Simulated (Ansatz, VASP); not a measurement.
NaP2: VASP beside Ansatz

File INCAR:

```
SYSTEM = NaP2
PREC = Accurate
ENCUT = 520
EDIFF = 1E-6
ISMEAR = 0
SIGMA = 0.1
LREAL = .FALSE.
LASPH = .TRUE.
NELM = 60
ALGO = Normal
ISIF = 2
LWAVE = .FALSE.
LCHARG = .FALSE.
GGA = PE
NBANDS = 16
```

KPOINTS

```
Automatic mesh
0
G
  6 6 4
  0 0 0
```

File POSCAR:

```
NaP2
1.0
    4.4131312233     -1.6641794636      0.0000000000
    4.4131312233      1.6641794636      0.0000000000
   -0.4513815001      0.0000000000      4.2583707829
Na P
1 2
Direct
    0.0000000000      0.0000000000      0.5000000000
    0.7020682811      0.7020682811      0.1201082772
    0.2979317189      0.2979317189      0.8798917228
```

Input for Ansatz:

```yaml
crystal:
  lattice:
    - [4.4131312233, -1.6641794636, 0.0]
    - [4.4131312233, 1.6641794636, 0.0]
    - [-0.4513815001, 0.0, 4.2583707829]
  atoms:
    - { symbol: Na, position: [0.0, 0.0, 0.5] }
    - { symbol: P, position: [0.7020682811, 0.7020682811, 0.1201082772] }
    - { symbol: P, position: [0.2979317189, 0.2979317189, 0.8798917228] }
basis:
  ecutwfc: 420
kpoints:
  mp_grid: { grid: [6, 6, 4] }
hamiltonian:
  xc: pbe
scf:
  occupations: { method: gaussian, width: 0.1 }
  lower_state_search: "off"
output:
  forces: true
  stress: true
  eigenvalues: true
```

Change from the starting cell: the structure that the rattled cell fell into.

Alike in both runs: task single point; functional PBE; k mesh 6 × 6 × 4; occupations gaussian, width 0.1 eV; no spin polarisation.

|  | VASP | Ansatz |
| --- | --- | --- |
| version | VASP 6.6.1 | Ansatz 0.2.0 |
| potentials or method | VASP PAW PBE potentials, release 64 (Na_pv, P), cutoff 520 eV | scalar-relativistic, plane waves, PAW |
| valence electrons in the cell | 17 | 19 |

```tsv
	VASP	Ansatz	Ansatz less VASP
gap on the k mesh at the Fermi level (eV)	none	none	-
pressure (GPa)	0.2	0.4	+0.17
traceless stress, the component that is largest in VASP (GPa)	1.01	0.96	-0.045
rms of the force components (eV/Å)	0.080	0.049	-0.0310
```

Atom by atom the forces differ by 0.031 eV/Å (rms over components). A gap of «none» marks a metal or a gap that the smearing closes. VASP's potentials hold 17 valence electrons a cell and Ansatz's 19, so a difference there can come from the potentials and not from the codes.

The k mesh is coarse, so the values compare programs but aren't converged.
